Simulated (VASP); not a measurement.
# Li3Rh (P6_3/mmc) in VASP: single point with LDA

Aim: the single point of Li3Rh with LDA.

Everything below comes from runs of VASP 6.6.1. Logs are shortened: lines on timing, memory, paths and dates and some standing lists are left out, and cuts for length are marked.

## Step 1: The cell of the first run

It takes space group P6_3/mmc (No. 194, hexagonal). Conventional cell: a = 5.168 Å, b = 5.168 Å, c = 4.342 Å, α = 90.00°, β = 90.00°, γ = 120.00°. Within 3.2 Å of Li (site symmetry mm2) lie 8 Li at 2.45 to 2.71 Å and 4 Rh at 2.59 Å. Rh (site symmetry -6m2) has 12 Li at 2.59 Å within 3.4 Å.

## Step 2: Single point, LDA

INCAR reads:

```
SYSTEM = Li3Rh
PREC     = Accurate       ! precision mode
ENCUT    = 520            ! plane-wave cutoff, eV
EDIFF    = 1E-7           ! SCF threshold, eV
ISMEAR   = -1             ! smearing method
SIGMA    = 0.05           ! smearing width, eV
LREAL    = .False.        ! projectors in reciprocal space
LASPH    = .True.         ! aspherical terms in the spheres
NELM     = 80             ! most SCF steps
ALGO     = Normal         ! electronic algorithm
ISIF     = 2              ! what is computed and relaxed
LWAVE    = .False.        ! write WAVECAR
LCHARG   = .False.        ! write CHGCAR
GGA      = CA             ! functional
NBANDS   = 34             ! bands
```

KPOINTS reads:

```
Automatic mesh
0
Gamma
  9 9 9
  0 0 0
```

POSCAR reads:

```
Li3Rh
1.0
    5.1678452237      0.0000002818      0.0000000000
   -2.5839228558      4.4754851056      0.0000000000
    0.0000000000      0.0000000000      4.3415961334
Li Rh
6 2
Direct
    0.3500814296      0.1750407148      0.7500000000
    0.8249592852      0.1750407148      0.7500000000
    0.8249592852      0.6499185704      0.7500000000
    0.6499185704      0.8249592852      0.2500000000
    0.1750407148      0.8249592852      0.2500000000
    0.1750407148      0.3500814296      0.2500000000
    0.6666666667      0.3333333333      0.2500000000
    0.3333333333      0.6666666667      0.7500000000
```

Potentials or basis: VASP PAW LDA potentials, release 64 (Li_sv, Rh_pv).

Run with:

```sh
$ cat potpaw_LDA.64/Li_sv/POTCAR potpaw_LDA.64/Rh_pv/POTCAR > POTCAR
$ mpirun -np 1 vasp_std > vasp.out
```

OUTCAR:

```text
SYSTEM = Li3Rh
   PREC = Accurate
   ENCUT = 520
   EDIFF = 1E-7
   ISMEAR = -1
   LREAL = .False.
   LASPH = .True.
   NELM = 80
   ISIF = 2
   GGA = CA

 ion  position               nearest neighbor table
   1  0.350  0.175  0.750-   2 2.45   3 2.45   8 2.59   8 2.59   7 2.59   7 2.59
   2  0.825  0.175  0.750-   3 2.45   1 2.45   8 2.59   8 2.59   7 2.59   7 2.59
   3  0.825  0.650  0.750-   2 2.45   1 2.45   8 2.59   8 2.59   7 2.59   7 2.59
   4  0.650  0.825  0.250-   5 2.45   6 2.45   7 2.59   7 2.59   8 2.59   8 2.59
   5  0.175  0.825  0.250-   6 2.45   4 2.45   7 2.59   7 2.59   8 2.59   8 2.59
   6  0.175  0.350  0.250-   5 2.45   4 2.45   7 2.59   7 2.59   8 2.59   8 2.59
   7  0.667  0.333  0.250-   4 2.59   6 2.59   5 2.59   5 2.59   4 2.59   6 2.59   2 2.59   2 2.59
                             3 2.59   3 2.59   1 2.59   1 2.59
   8  0.333  0.667  0.750-   1 2.59   3 2.59   2 2.59   2 2.59   1 2.59   3 2.59   5 2.59   5 2.59
                             6 2.59   6 2.59   4 2.59   4 2.59

  LATTYP: Found a hexagonal cell.
 ALAT       =     5.1678452237
 C/A-ratio  =     0.8401172917

  Lattice vectors:

 A1 = (   5.1678452237,   0.0000002818,   0.0000000000)
 A2 = (  -2.5839228558,   4.4754851056,   0.0000000000)
 A3 = (   0.0000000000,   0.0000000000,   4.3415961334)

Analysis of symmetry for initial positions (statically):
=====================================================================
 Subroutine PRICEL returns:
 Original cell was already a primitive cell.

 Routine SETGRP: Setting up the symmetry group for a
 hexagonal supercell.

 Subroutine GETGRP returns: Found 24 space group operations
 (whereof 12 operations were pure point group operations)
 out of a pool of 24 trial point group operations.

The static configuration has the point symmetry D_3d.
 The point group associated with its full space group is D_6h.

Analysis of symmetry for dynamics (positions and initial velocities):
=====================================================================
 Subroutine PRICEL returns:
 Original cell was already a primitive cell.

 Routine SETGRP: Setting up the symmetry group for a
 hexagonal supercell.

 Subroutine GETGRP returns: Found 24 space group operations
 (whereof 12 operations were pure point group operations)
 out of a pool of 24 trial point group operations.

The dynamic configuration has the point symmetry D_3d.
 The point group associated with its full space group is D_6h.

 Subroutine INISYM returns: Found 24 space group operations
 (whereof 12 operations are pure point group operations),
 and found     1 'primitive' translations

----------------------------------------------------------------------------------------

                                     Primitive cell

  volume of cell :     100.4151

  direct lattice vectors                    reciprocal lattice vectors
     5.167845224  0.000000282  0.000000000     0.193504241  0.111719740  0.000000000
    -2.583922856  4.475485106  0.000000000    -0.000000012  0.223439458  0.000000000
     0.000000000  0.000000000  4.341596133     0.000000000  0.000000000  0.230330037

  length of vectors
     5.167845224  5.167845224  4.341596133     0.223439458  0.223439458  0.230330037

  position of ions in fractional coordinates (direct lattice)
     0.350081430  0.175040715  0.750000000
     0.824959285  0.175040715  0.750000000
     0.824959285  0.649918570  0.750000000
     0.649918570  0.824959285  0.250000000
     0.175040715  0.824959285  0.250000000
     0.175040715  0.350081430  0.250000000
     0.666666667  0.333333333  0.250000000
     0.333333333  0.666666667  0.750000000

  ion indices of the primitive-cell ions
   primitive index   ion index
                 1           1
                 2           2
                 3           3
                 4           4
                 5           5
                 6           6
                 7           7
                 8           8

----------------------------------------------------------------------------------------

 KPOINTS: Automatic mesh

Automatic generation of k-mesh.
 Grid dimensions read from file:
 generate k-points for:    9    9    9

 Generating k-lattice:

  Cartesian coordinates                     Fractional coordinates (reciprocal lattice)
     0.021500471  0.012413304  0.000000000     0.111111111 -0.000000000  0.000000000
    -0.000000001  0.024826606  0.000000000     0.000000000  0.111111111  0.000000000
     0.000000000  0.000000000  0.025592226     0.000000000  0.000000000  0.111111111

  Length of vectors
     0.024826606  0.024826606  0.025592226

  Shift w.r.t. Gamma in fractional coordinates (k-lattice)
     0.000000000  0.000000000  0.000000000

 Subroutine IBZKPT returns following result:
 ===========================================

 Found     60 irreducible k-points:

 Following reciprocal coordinates:
            Coordinates               Weight
  0.000000  0.000000  0.000000      1.000000
  0.111111  0.000000  0.000000      6.000000
  0.222222  0.000000  0.000000      6.000000
  0.333333 -0.000000  0.000000      6.000000
  0.444444  0.000000  0.000000      6.000000
  0.111111  0.111111  0.000000      6.000000
[... 16 lines left out ...]
  0.333333  0.222222  0.111111     24.000000
  0.333333  0.333333  0.111111      4.000000
 [... further k-points ...]
   k-points           NKPTS =     60   k-points in BZ     NKDIM =     60   number of bands    NBANDS=     34
   number of dos      NEDOS =    301   number of ions     NIONS =      8
   total plane-waves  NPLWV =  51200
   dimension x,y,z NGX =    40 NGY =   40 NGZ =   32
   dimension x,y,z NGXF=    80 NGYF=   80 NGZF=   64
   ions per type =               6   2
   NGX,Y,Z   is equivalent  to a cutoff of  12.87, 12.87, 12.25 a.u.
   NGXF,Y,Z  is equivalent  to a cutoff of  25.74, 25.74, 24.51 a.u.
 SYSTEM =  Li3Rh
   PREC   = accura    normal or accurate (medium, high low for compatibility)
   ISTART =      0    job   : 0-new  1-cont  2-samecut
   ICHARG =      2    charge: 1-file 2-atom 10-const
   ISPIN  =      1    spin polarized calculation?
   LNONCOLLINEAR =      F non collinear calculations
   LSORBIT =      F    spin-orbit coupling
   LASPH  =      T    aspherical Exc in radial PAW
   ENCUT  =  520.0 eV  38.22 Ry    6.18 a.u.   9.61  9.61  8.07*2*pi/ulx,y,z
   NELM   =     80;   NELMIN=  2; NELMDL= -5     # of ELM steps
   EDIFF  = 0.1E-06   stopping-criterion for ELM
   LREAL  =      F    real-space projection
   EDIFFG = 0.1E-05   stopping-criterion for IOM
   NSW    =      0    number of steps for IOM
   IBRION =     -1    ionic relax: 0-MD 1-quasi-New 2-CG
   NFREE  =      0    steps in history (QN), initial steepest desc. (CG)
   ISIF   =      2    stress and relaxation
   ISYM   =      2    0-nonsym 1-usesym 2-fastsym
   POTIM  = 0.5000    time-step for ionic-motion
   TEBEG  =    0.0;   TEEND  =   0.0 temperature during run
   PSTRESS=    0.0 pullay stress
   NELECT =      48.0000    total number of electrons
   NUPDOWN=      -1.0000    fix difference up-down
   EMIN   =  10.00;   EMAX   =-10.00  energy-range for DOS
   EFERMI =   0.00;   METHOD = LEGACY
   ISMEAR =    -1;   SIGMA  =   0.05  broadening in eV -4-tet -1-fermi 0-gaus
   EFERMI_NEDOS =   21; number of points for ismear=-14 and -15
   IALGO  =     38    algorithm
   IMIX   =      4    mixing-type and parameters
     AMIX     =   0.40;   BMIX     =  1.00
     AMIX_MAG =   1.60;   BMIX_MAG =  1.00
  volume/ion in A,a.u.               =      12.55        84.70
  Fermi-wavevector in a.u.,A,eV,Ry     =   1.280036  2.418918 22.293044  1.638492
  Thomas-Fermi vector in A             =   2.412487
   LORBIT       =      0    0 simple, 1 ext, 2 COOP (PROOUT), +10 PAW based schemes
   GGA     = CA    functional components
   LHFCALC =     F    Hartree Fock is set to
   AEXX    =    0.0000 exact exchange contribution
   IVDW    =     0    specifies the selected vdW correction
   LEPSILON=     F    determine dielectric tensor
   LRPA    =     F    only Hartree local field effects (RPA)
 non-spin polarized calculation
  energy-cutoff  :      520.00
  volume of cell :      100.42
 maximum number of plane-waves:      2746
 NGX is ok and might be reduce to    40
   NGX = 19   NGY = 19   NGZ = 17

 number of electron      48.0000016 magnetization

 Free energy of the ion-electron system (eV)
  ---------------------------------------------------
  ext. energy  EPLUGINS =         0.00000000
  ---------------------------------------------------
  free energy    TOTEN  =       -29.83696610 eV

  energy without entropy =      -29.82088798  energy(sigma->0) =      -29.82892704

 E-fermi :   4.1350     XC(G=0): -10.1810

 val. band max:        4.1331447820   @ k =   0.2222   0.0000   0.2222
 cond. band min:       4.1491386057   @ k =   0.3333   0.2222   0.4444
 fundamental gap:      0.0159938237
 Fermi energy:         4.1350293609

 k-point     1 :       0.0000    0.0000    0.0000
  band No.  band energies     occupation
      1     -40.6797      2.00000
      2     -40.6696      2.00000
      3     -40.6500      2.00000
      4     -40.6500      2.00000
      5     -40.6401      2.00000
      6     -40.6401      2.00000
[... 26 lines left out ...]
     33      12.0732      0.00000
     34      12.6353      0.00000

 k-point     2 :       0.1111    0.0000    0.0000
  band No.  band energies     occupation
      1     -40.6794      2.00000
      2     -40.6699      2.00000
      3     -40.6522      2.00000
      4     -40.6519      2.00000
      5     -40.6409      2.00000
      6     -40.6391      2.00000
[... 26 lines left out ...]
     33      12.0551      0.00000
     34      12.2171      0.00000

 k-point     3 :       0.2222    0.0000    0.0000
  band No.  band energies     occupation
      1     -40.6786      2.00000
      2     -40.6706      2.00000
      3     -40.6577      2.00000
      4     -40.6558      2.00000
      5     -40.6433      2.00000
      6     -40.6375      2.00000
[... 26 lines left out ...]
     33      12.0004      0.00000
     34      12.1153      0.00000
[... 704 lines left out ...]
 k-point    23 :       0.3333    0.2222    0.1111
  band No.  band energies     occupation
      1     -40.6796      2.00000
      2     -40.6772      2.00000
      3     -40.6683      2.00000
      4     -40.6560      2.00000
      5     -40.6494      2.00000
      6     -40.6372      2.00000
[... 26 lines left out ...]
     33      11.7782      0.00000
     34      12.0622      0.00000

 k-point    24 :       0.3333    0.3333    0.1111
  band No.  band energies     occupation
      1     -40.6784      2.00000
      2     -40.6784      2.00000
      3     -40.6699      2.00000
      4     -40.6528      2.00000
      5     -40.6528      2.00000
      6     -40.6374      2.00000
[... 26 lines left out ...]
     33      11.9604      0.00000
     34      11.9604      0.00000

 [... further k-points ...]
[... 5 lines left out ...]
  --------------------------------------------------------------------------------------
  -------------------------------------------------------------------------------------
  Total        0.0065021      0.0065021      0.0171068      0.0000000      0.0000000      0.0000000
  in kB        0.1037446      0.1037446      0.2729479      0.0000000      0.0000000      0.0000000
  external PRESSURE =       0.1601457 kB  Pullay stress =       0.0000000 kB

 VOLUME and BASIS-vectors are now :
 -----------------------------------------------------------------------------
  energy-cutoff  :      520.00
  volume of cell :      100.42
      direct lattice vectors                 reciprocal lattice vectors
     5.167845224  0.000000282  0.000000000     0.193504241  0.111719740  0.000000000
    -2.583922856  4.475485106  0.000000000    -0.000000012  0.223439458  0.000000000
     0.000000000  0.000000000  4.341596133     0.000000000  0.000000000  0.230330037

 POSITION                                       TOTAL-FORCE (eV/Angst)
 -----------------------------------------------------------------------------------
      1.35687      0.78339      3.25620        -0.005398     -0.003116      0.000000
      3.81097      0.78339      3.25620         0.005398     -0.003116     -0.000000
      2.58392      2.90870      3.25620        -0.000000      0.006233     -0.000000
      1.22705      3.69209      1.08540         0.005398      0.003116      0.000000
     -1.22705      3.69209      1.08540        -0.005398      0.003116      0.000000
     -0.00000      1.56678      1.08540         0.000000     -0.006233      0.000000
      2.58392      1.49183      1.08540         0.000000     -0.000000      0.000000
     -0.00000      2.98366      3.25620        -0.000000     -0.000000      0.000000
 -----------------------------------------------------------------------------------
    total drift:                               -0.000000      0.000000      0.000000

  FREE ENERGIE OF THE ION-ELECTRON SYSTEM (eV)
  ---------------------------------------------------
  free  energy   TOTEN  =       -29.8369661029 eV

  energy  without entropy=      -29.8208879817  energy(sigma->0) =      -29.82892704
```

It took 2.6 min on 1 thread of Intel Xeon Platinum 8488C (Sapphire Rapids), shared host; peak memory 0.28 GiB.

What came out:

```
Free energy            : -29.8370 eV
Largest force          : 0.006 eV/Å
Band gap on the k mesh : zero (bands 24 and 25 overlap by 1.14 eV)
```

Forces in eV/Å, atoms in the order of the input:
```
Li  -0.005 -0.003  0.000
Li   0.005 -0.003  0.000
Li   0.000  0.006  0.000
Li   0.005  0.003  0.000
Li  -0.005  0.003  0.000
Li   0.000 -0.006  0.000
Rh   0.000  0.000  0.000
Rh   0.000  0.000  0.000
```

Caveat: the cutoff is under 1.25 times the usual one of these potentials, so pressure, stress and relaxed cells hold a basis-set (Pulay) error.
